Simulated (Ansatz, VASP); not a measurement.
# Ge7Os in VASP and in Ansatz

```
CELL_PARAMETERS angstrom
0.00000 4.90298 4.90298
4.90298 0.00000 4.90298
4.90298 4.90298 0.00000
ATOMIC_POSITIONS crystal
Ge 0.24826 0.75174 0.75174
Ge 0.75174 0.24826 0.24826
Ge 0.75174 0.24826 0.75174
Ge 0.24826 0.75174 0.24826
Ge 0.75174 0.75174 0.24826
Ge 0.24826 0.24826 0.75174
Ge 0.50000 0.50000 0.50000
Os 0.00000 0.00000 0.00000
```

Alike in both runs: functional PBE; k mesh 8 × 8 × 8; occupations gaussian, width 0.1 eV; no spin polarisation.

Ansatz relaxed the structure, and its values are those at the end. VASP's run is a single point on that final structure, the one shown.

```csv
,VASP,Ansatz
version,VASP 6.6.1,Ansatz 0.2.0
potentials or method,"VASP PAW PBE potentials, release 64 (Ge_d, Os), cutoff 520 eV","scalar-relativistic, plane waves, PAW"
valence electrons in the cell,106,114
```

|  | VASP | Ansatz | Ansatz less VASP |
| --- | --- | --- | --- |
| gap on the k mesh at the Fermi level (eV) | none | none | - |
| pressure (GPa) | 0.0 | 0.0 | -0.05 |
| rms of the force components (eV/Å) | 0.007 | 0.000 | -0.0066 |

A gap of «none» marks a metal or a gap that the smearing closes. VASP's potentials hold 106 valence electrons a cell and Ansatz's 114, so a difference there can come from the potentials and not from the codes.

Spin-orbit coupling is off throughout.
